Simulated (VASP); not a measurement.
# LiF (P4/mmm) in VASP: a series of runs

Runs on LiF. Level: PBE. Tasks: single point.

Everything below comes from runs of VASP 6.6.1. Logs are shortened: lines on timing, memory, paths and dates and some standing lists are left out, and cuts for length are marked.

### 1 The cell of the first run

It takes space group P4/mmm (No. 123, tetragonal). The conventional cell has a = 2.457 Å, b = 2.457 Å, c = 2.560 Å, α = 90.00°, β = 90.00°, γ = 90.00°. Li (site symmetry 4/mmm) has 8 F at 2.16 Å and 6 Li at 2.46 to 2.56 Å within 2.9 Å. F (site symmetry 4/mmm) has 8 Li at 2.16 Å and 6 F at 2.46 to 2.56 Å within 2.9 Å.

### 2 Single point, PBE (strain -0.040 along x and y, +0.000 along z)

The input, INCAR:

```
SYSTEM = LiF
PREC     = Accurate       ! precision mode
ENCUT    = 520            ! plane-wave cutoff, eV
EDIFF    = 1E-7           ! SCF threshold, eV
ISMEAR   = 0              ! smearing method
SIGMA    = 0.05           ! smearing width, eV
LREAL    = .False.        ! projectors in reciprocal space
LASPH    = .True.         ! aspherical terms in the spheres
NELM     = 80             ! most SCF steps
ALGO     = Normal         ! electronic algorithm
ISIF     = 2              ! what is computed and relaxed
LWAVE    = .False.        ! write WAVECAR
LCHARG   = .False.        ! write CHGCAR
GGA      = PE             ! functional
NBANDS   = 12             ! bands
```

The input, KPOINTS:

```
Automatic mesh
0
Gamma
  10 10 10
  0 0 0
```

The input, POSCAR:

```
LiF
1.0
    2.4571516800      0.0000000000      0.0000000000
    0.0000000000      2.4571516800      0.0000000000
    0.0000000000      0.0000000000      2.5595330000
Li F
1 1
Direct
    0.0000000000      0.0000000000      0.0000000000
    0.5000000000      0.5000000000      0.5000000000
```

Potentials or basis: VASP PAW PBE potentials, release 64 (Li_sv, F).

Started as:

```bash
cat potpaw_PBE.64/Li_sv/POTCAR potpaw_PBE.64/F/POTCAR > POTCAR
mpirun -np 1 vasp_std > vasp.out
```

OUTCAR:

```text
SYSTEM = LiF
   PREC = Accurate
   ENCUT = 520
   EDIFF = 1E-7
   ISMEAR = 0
   LREAL = .False.
   LASPH = .True.
   NELM = 80
   ISIF = 2
   GGA = PE

 ion  position               nearest neighbor table
   1  0.000  0.000  0.000-   2 2.16   2 2.16   2 2.16   2 2.16   2 2.16   2 2.16   2 2.16   2 2.16

   2  0.500  0.500  0.500-   1 2.16   1 2.16   1 2.16   1 2.16   1 2.16   1 2.16   1 2.16   1 2.16

  LATTYP: Found a simple tetragonal cell.
 ALAT       =     2.4571516800
 C/A-ratio  =     1.0416666667

  Lattice vectors:

 A1 = (   2.4571516800,   0.0000000000,   0.0000000000)
 A2 = (   0.0000000000,   2.4571516800,   0.0000000000)
 A3 = (   0.0000000000,   0.0000000000,   2.5595330000)

Analysis of symmetry for initial positions (statically):
=====================================================================
 Subroutine PRICEL returns:
 Original cell was already a primitive cell.

 Routine SETGRP: Setting up the symmetry group for a
 simple tetragonal supercell.

 Subroutine GETGRP returns: Found 16 space group operations
 (whereof 16 operations were pure point group operations)
 out of a pool of 16 trial point group operations.

The static configuration has the point symmetry D_4h.

Analysis of symmetry for dynamics (positions and initial velocities):
=====================================================================
 Subroutine PRICEL returns:
 Original cell was already a primitive cell.

 Routine SETGRP: Setting up the symmetry group for a
 simple tetragonal supercell.

 Subroutine GETGRP returns: Found 16 space group operations
 (whereof 16 operations were pure point group operations)
 out of a pool of 16 trial point group operations.

The dynamic configuration has the point symmetry D_4h.

 Subroutine INISYM returns: Found 16 space group operations
 (whereof 16 operations are pure point group operations),
 and found     1 'primitive' translations

----------------------------------------------------------------------------------------

                                     Primitive cell

  volume of cell :      15.4534

  direct lattice vectors                    reciprocal lattice vectors
     2.457151680  0.000000000  0.000000000     0.406975283  0.000000000  0.000000000
     0.000000000  2.457151680  0.000000000     0.000000000  0.406975283  0.000000000
     0.000000000  0.000000000  2.559533000     0.000000000  0.000000000  0.390696272

  length of vectors
     2.457151680  2.457151680  2.559533000     0.406975283  0.406975283  0.390696272

  position of ions in fractional coordinates (direct lattice)
     0.000000000  0.000000000  0.000000000
     0.500000000  0.500000000  0.500000000

  ion indices of the primitive-cell ions
   primitive index   ion index
                 1           1
                 2           2

----------------------------------------------------------------------------------------

 KPOINTS: Automatic mesh

Automatic generation of k-mesh.
 Grid dimensions read from file:
 generate k-points for:   10   10   10

 Generating k-lattice:

  Cartesian coordinates                     Fractional coordinates (reciprocal lattice)
     0.040697528  0.000000000  0.000000000     0.100000000  0.000000000  0.000000000
     0.000000000  0.040697528  0.000000000     0.000000000  0.100000000  0.000000000
     0.000000000  0.000000000  0.039069627     0.000000000  0.000000000  0.100000000

  Length of vectors
     0.040697528  0.040697528  0.039069627

  Shift w.r.t. Gamma in fractional coordinates (k-lattice)
     0.000000000  0.000000000  0.000000000

 Subroutine IBZKPT returns following result:
 ===========================================

 Found    126 irreducible k-points:

 Following reciprocal coordinates:
            Coordinates               Weight
  0.000000  0.000000  0.000000      1.000000
  0.100000  0.000000  0.000000      4.000000
  0.200000  0.000000  0.000000      4.000000
  0.300000  0.000000  0.000000      4.000000
  0.400000  0.000000  0.000000      4.000000
  0.500000  0.000000  0.000000      2.000000
[... 16 lines left out ...]
  0.100000  0.000000  0.100000      8.000000
  0.200000  0.000000  0.100000      8.000000
 [... further k-points ...]
   k-points           NKPTS =    126   k-points in BZ     NKDIM =    126   number of bands    NBANDS=     12
   number of dos      NEDOS =    301   number of ions     NIONS =      2
   total plane-waves  NPLWV =   6480
   dimension x,y,z NGX =    18 NGY =   18 NGZ =   20
   dimension x,y,z NGXF=    36 NGYF=   36 NGZF=   40
   ions per type =               1   1
   NGX,Y,Z   is equivalent  to a cutoff of  12.18, 12.18, 12.99 a.u.
   NGXF,Y,Z  is equivalent  to a cutoff of  24.36, 24.36, 25.98 a.u.
 SYSTEM =  LiF
   PREC   = accura    normal or accurate (medium, high low for compatibility)
   ISTART =      0    job   : 0-new  1-cont  2-samecut
   ICHARG =      2    charge: 1-file 2-atom 10-const
   ISPIN  =      1    spin polarized calculation?
   LNONCOLLINEAR =      F non collinear calculations
   LSORBIT =      F    spin-orbit coupling
   LASPH  =      T    aspherical Exc in radial PAW
   ENCUT  =  520.0 eV  38.22 Ry    6.18 a.u.   4.57  4.57  4.76*2*pi/ulx,y,z
   NELM   =     80;   NELMIN=  2; NELMDL= -5     # of ELM steps
   EDIFF  = 0.1E-06   stopping-criterion for ELM
   LREAL  =      F    real-space projection
   EDIFFG = 0.1E-05   stopping-criterion for IOM
   NSW    =      0    number of steps for IOM
   IBRION =     -1    ionic relax: 0-MD 1-quasi-New 2-CG
   NFREE  =      0    steps in history (QN), initial steepest desc. (CG)
   ISIF   =      2    stress and relaxation
   ISYM   =      2    0-nonsym 1-usesym 2-fastsym
   POTIM  = 0.5000    time-step for ionic-motion
   TEBEG  =    0.0;   TEEND  =   0.0 temperature during run
   PSTRESS=    0.0 pullay stress
   NELECT =      10.0000    total number of electrons
   NUPDOWN=      -1.0000    fix difference up-down
   EMIN   =  10.00;   EMAX   =-10.00  energy-range for DOS
   EFERMI =   0.00;   METHOD = LEGACY
   ISMEAR =     0;   SIGMA  =   0.05  broadening in eV -4-tet -1-fermi 0-gaus
   EFERMI_NEDOS =   21; number of points for ismear=-14 and -15
   IALGO  =     38    algorithm
   IMIX   =      4    mixing-type and parameters
     AMIX     =   0.40;   BMIX     =  1.00
     AMIX_MAG =   1.60;   BMIX_MAG =  1.00
  volume/ion in A,a.u.               =       7.73        52.14
  Fermi-wavevector in a.u.,A,eV,Ry     =   1.416011  2.675873 27.280865  2.005087
  Thomas-Fermi vector in A             =   2.537390
   LORBIT       =      0    0 simple, 1 ext, 2 COOP (PROOUT), +10 PAW based schemes
   GGA     = PE    functional components
   LHFCALC =     F    Hartree Fock is set to
   AEXX    =    0.0000 exact exchange contribution
   IVDW    =     0    specifies the selected vdW correction
   LEPSILON=     F    determine dielectric tensor
   LRPA    =     F    only Hartree local field effects (RPA)
 non-spin polarized calculation
 Gauss-broadening in eV      SIGMA  =   0.05
  energy-cutoff  :      520.00
  volume of cell :       15.45
 maximum number of plane-waves:       440
   NGX =  9   NGY =  9   NGZ =  9

 number of electron      10.0000019 magnetization

 Free energy of the ion-electron system (eV)
  ---------------------------------------------------
  ext. energy  EPLUGINS =         0.00000000
  ---------------------------------------------------
  free energy    TOTEN  =        -9.00583633 eV

  energy without entropy =       -9.00583633  energy(sigma->0) =       -9.00583633

 E-fermi :   1.1329     XC(G=0): -10.3315

 val. band max:        0.7953901314   @ k =   0.5000   0.0000   0.5000
 cond. band min:       8.8784345041   @ k =   0.0000   0.0000   0.0000
 fundamental gap:      8.0830443727
 Fermi energy:         1.1328905213

 k-point     1 :       0.0000    0.0000    0.0000
  band No.  band energies     occupation
      1     -42.1144      2.00000
      2     -20.4679      2.00000
      3      -0.3831      2.00000
      4       0.0950      2.00000
      5       0.0950      2.00000
      6       8.8784      0.00000
      7      19.5270      0.00000
      8      20.5591      0.00000
      9      21.7772      0.00000
     10      22.9365      0.00000
     11      22.9365      0.00000
     12      40.0137      0.00000

 k-point     2 :       0.1000    0.0000    0.0000
  band No.  band energies     occupation
      1     -42.1077      2.00000
      2     -20.4161      2.00000
      3      -0.3356      2.00000
      4      -0.3125      2.00000
      5       0.1362      2.00000
      6       9.1061      0.00000
      7      18.8455      0.00000
      8      20.1198      0.00000
      9      21.7087      0.00000
     10      22.9083      0.00000
     11      24.9557      0.00000
     12      38.3877      0.00000

 k-point     3 :       0.2000    0.0000    0.0000
  band No.  band energies     occupation
      1     -42.0902      2.00000
      2     -20.2760      2.00000
      3      -1.2742      2.00000
      4      -0.2088      2.00000
      5       0.2457      2.00000
      6       9.5673      0.00000
      7      17.3726      0.00000
      8      20.7835      0.00000
      9      21.5073      0.00000
     10      22.8160      0.00000
     11      28.4361      0.00000
     12      35.7000      0.00000

 k-point     4 :       0.3000    0.0000    0.0000
  band No.  band energies     occupation
      1     -42.0683      2.00000
      2     -20.0940      2.00000
      3      -2.3214      2.00000
      4      -0.0473      2.00000
      5       0.3845      2.00000
      6       9.9223      0.00000
      7      16.3911      0.00000
      8      21.2143      0.00000
      9      22.0068      0.00000
     10      22.6637      0.00000
     11      31.7950      0.00000
     12      32.7350      0.00000

 k-point     5 :       0.4000    0.0000    0.0000
  band No.  band energies     occupation
      1     -42.0506      2.00000
      2     -19.9395      2.00000
      3      -3.0926      2.00000
      4       0.0874      2.00000
      5       0.4997      2.00000
      6      10.0647      0.00000
      7      15.9216      0.00000
      8      20.9413      0.00000
      9      22.5061      0.00000
     10      23.7135      0.00000
     11      28.7830      0.00000
     12      34.2384      0.00000
[... 228 lines left out ...]
      1     -41.9860      2.00000
      2     -19.1989      2.00000
      3      -2.8721      2.00000
      4      -2.8721      2.00000
      5       0.5021      2.00000
      6      14.7862      0.00000
      7      14.9328      0.00000
      8      14.9328      0.00000
      9      20.4565      0.00000
     10      24.9805      0.00000
     11      29.5660      0.00000
     12      29.5660      0.00000

 k-point    22 :       0.0000    0.0000    0.1000
  band No.  band energies     occupation
      1     -42.1096      2.00000
      2     -20.4296      2.00000
      3      -0.7326      2.00000
      4       0.1290      2.00000
      5       0.1290      2.00000
      6       9.1280      0.00000
      7      18.2212      0.00000
      8      20.7872      0.00000
      9      22.8569      0.00000
     10      22.8569      0.00000
     11      23.6740      0.00000
     12      38.8996      0.00000

 k-point    23 :       0.1000    0.0000    0.1000
  band No.  band energies     occupation
      1     -42.1029      2.00000
      2     -20.3766      2.00000
      3      -0.6870      2.00000
      4      -0.2774      2.00000
      5       0.1693      2.00000
      6       9.3733      0.00000
      7      18.1104      0.00000
      8      19.6275      0.00000
      9      22.8563      0.00000
     10      23.3069      0.00000
     11      25.2648      0.00000
     12      36.2384      0.00000

 k-point    24 :       0.2000    0.0000    0.1000
  band No.  band energies     occupation
      1     -42.0856      2.00000
      2     -20.2341      2.00000
      3      -1.2432      2.00000
      4      -0.5588      2.00000
      5       0.2763      2.00000
      6       9.8784      0.00000
      7      17.2509      0.00000
      8      19.2014      0.00000
      9      22.8370      0.00000
     10      23.4917      0.00000
     11      28.6268      0.00000
     12      33.7061      0.00000

 [... further k-points ...]
[... 5 lines left out ...]
  --------------------------------------------------------------------------------------
  -------------------------------------------------------------------------------------
  Total        1.0298839      1.0298839     -0.2489817      0.0000000     -0.0000000      0.0000000
  in kB      106.7761357    106.7761357    -25.8138809      0.0000000     -0.0000000      0.0000000
  external PRESSURE =      62.5794635 kB  Pullay stress =       0.0000000 kB

 VOLUME and BASIS-vectors are now :
 -----------------------------------------------------------------------------
  energy-cutoff  :      520.00
  volume of cell :       15.45
      direct lattice vectors                 reciprocal lattice vectors
     2.457151680  0.000000000  0.000000000     0.406975283  0.000000000  0.000000000
     0.000000000  2.457151680  0.000000000     0.000000000  0.406975283  0.000000000
     0.000000000  0.000000000  2.559533000     0.000000000  0.000000000  0.390696272

 POSITION                                       TOTAL-FORCE (eV/Angst)
 -----------------------------------------------------------------------------------
      0.00000      0.00000      0.00000         0.000000      0.000000      0.000000
      1.22858      1.22858      1.27977         0.000000      0.000000      0.000000
 -----------------------------------------------------------------------------------
    total drift:                                0.000000     -0.000000     -0.000000

  FREE ENERGIE OF THE ION-ELECTRON SYSTEM (eV)
  ---------------------------------------------------
  free  energy   TOTEN  =        -9.0058363346 eV

  energy  without entropy=       -9.0058363346  energy(sigma->0) =       -9.00583633
```

Run time: 17 s. Hardware: 1 thread of Intel Xeon 8259CL, shared host; peak memory 0.13 GiB.

What came out:

```
Free energy            : -9.0058 eV
Band gap on the k mesh : 8.08 eV (least direct gap 8.78 eV)
```

Caveat: the cell differs from its parent crystal (strain -0.040 along x and y, +0.000 along z); the cutoff is under 1.25 times the usual one of these potentials, so pressure, stress and relaxed cells hold a basis-set (Pulay) error. A k mesh can miss the band edges.

### 3 Single point, PBE (strain -0.040 along x and y, +0.040 along z)

The input, INCAR:

```
SYSTEM = LiF
PREC = Accurate
ENCUT = 520
EDIFF = 1E-7
ISMEAR = 0
SIGMA = 0.05
LREAL = .False.
LASPH = .True.
NELM = 60
ALGO = Normal
ISIF = 2
LWAVE = .False.
LCHARG = .False.
GGA = PE
NBANDS = 12
```

KPOINTS is that of step 2.

POSCAR: that of step 2 with these lines changed.

```diff
@@ -4,3 +4,3 @@
     0.0000000000      2.4571516800      0.0000000000
-    0.0000000000      0.0000000000      2.5595330000
+    0.0000000000      0.0000000000      2.6619143200
 Li F
```

Potentials or basis: VASP PAW PBE potentials, release 64 (Li_sv, F).

Started as:

```bash
cat potpaw_PBE.64/Li_sv/POTCAR potpaw_PBE.64/F/POTCAR > POTCAR
mpirun -np 1 vasp_std > vasp.out
```

Run time: 16 s. Hardware: 1 thread of Intel Xeon 8259CL, shared host; peak memory 0.13 GiB.

Results (log left out):

* Free energy: -8.9773 eV
* Band gap on the k mesh: 7.55 eV (least direct gap 8.17 eV)

Levels at points of the mesh, in eV from the valence-band top:
| k point | band 2 | band 3 | band 4 | band 5 | band 6 | band 7 | band 8 | band 9 |
| --- | --- | --- | --- | --- | --- | --- | --- | --- |
| (0.00, 0.00, 0.00) | -21.20 | -1.51 | -0.62 | -0.62 | 7.55 | 18.01 | 19.72 | 19.91 |
| (0.50, 0.00, 0.00) | -20.60 | -4.10 | -0.93 | -0.19 | 8.79 | 14.58 | 18.78 | 21.79 |
| (0.50, 0.50, 0.00) | -19.93 | -3.52 | -3.52 | -0.54 | 13.63 | 13.63 | 13.83 | 18.69 |
| (0.00, 0.00, 0.50) | -20.88 | -4.10 | -0.33 | -0.33 | 9.50 | 13.45 | 20.90 | 20.90 |
| (0.50, 0.00, 0.50) | -20.18 | -3.85 | -3.59 | 0.00 | 13.04 | 13.18 | 14.41 | 20.10 |
| (0.50, 0.50, 0.50) | -19.61 | -2.69 | -2.69 | -2.39 | 10.78 | 10.78 | 11.46 | 23.20 |

Caveat: the cell differs from its parent crystal (strain -0.040 along x and y, +0.040 along z); the cutoff is under 1.25 times the usual one of these potentials, so pressure, stress and relaxed cells hold a basis-set (Pulay) error. A k mesh can miss the band edges.

### 4 Single point, PBE (strain +0.000 along x and y, -0.040 along z)

The input, INCAR:

```
PREC = Accurate ; ENCUT = 520
EDIFF = 1E-6 ; ISMEAR = 0
SIGMA = 0.05 ; LREAL = F
LASPH = T ; NELM = 60
ALGO = Normal ; ISIF = 2
LWAVE = F ; LCHARG = T
GGA = PE ; LELF = T
LVHAR = T ; NBANDS = 12
```

The input, KPOINTS:

```
Automatic mesh
0
Gamma
  10 10 10
```

The input, POSCAR:

```
LiF
1.0
    2.5595330000      0.0000000000      0.0000000000
    0.0000000000      2.5595330000      0.0000000000
    0.0000000000      0.0000000000      2.4571516800
Li F
1 1
Direct
    0.0000000000      0.0000000000      0.0000000000
    0.5000000000      0.5000000000      0.5000000000
```

Started as:

```bash
cat potpaw_PBE.64/Li_sv/POTCAR potpaw_PBE.64/F/POTCAR > POTCAR
mpirun -np 1 vasp_std > vasp.out
```

It took 22 s on 1 thread of Intel Xeon 8259CL, shared host; peak memory 0.13 GiB.

The run converged. Its results:

```
Free energy            : -9.0254 eV
Band gap on the k mesh : 7.63 eV (least direct gap 8.23 eV)
```

Levels at points of the mesh, in eV from the valence-band top:
```
           k point  band 3  band 4  band 5  band 6  band 7  band 8
(0.00, 0.00, 0.00)   -1.07   -1.07   -0.60    7.63   18.36   19.45
(0.50, 0.00, 0.00)   -4.06   -0.65   -0.25    9.19   14.05   19.77
(0.50, 0.50, 0.00)   -3.70   -3.70    0.00   13.19   13.76   13.76
(0.00, 0.00, 0.50)   -4.07   -0.57   -0.57    8.92   14.62   20.25
(0.50, 0.00, 0.50)   -3.68   -3.52   -0.29   13.41   13.53   14.07
(0.50, 0.50, 0.50)   -2.70   -2.52   -2.52   10.79   11.14   11.14
```

Caveat: the cell differs from its parent crystal (strain +0.000 along x and y, -0.040 along z); the cutoff is under 1.25 times the usual one of these potentials, so pressure, stress and relaxed cells hold a basis-set (Pulay) error. A k mesh can miss the band edges.

### 5 The runs side by side

| cell | gap on the mesh (eV) |
| --- | --- |
| a = 2.457, b = 2.457, c = 2.560 Å, 2 atoms | 8.08 |
| a = 2.457, b = 2.457, c = 2.662 Å, 2 atoms | 7.55 |
| a = 2.560, b = 2.560, c = 2.457 Å, 2 atoms | 7.63 |

Alike in all rows: task single point; level PBE; potentials or basis VASP PAW PBE potentials, release 64 (Li_sv, F); no spin polarisation; k mesh 10 × 10 × 10; cutoff (eV) 520; smearing gaussian 0.05 eV.

Caveats: the cutoff is under 1.25 times the usual one of these potentials, so pressure, stress and relaxed cells hold a basis-set (Pulay) error.

Absolute energies hang on the potentials; compare differences alone.
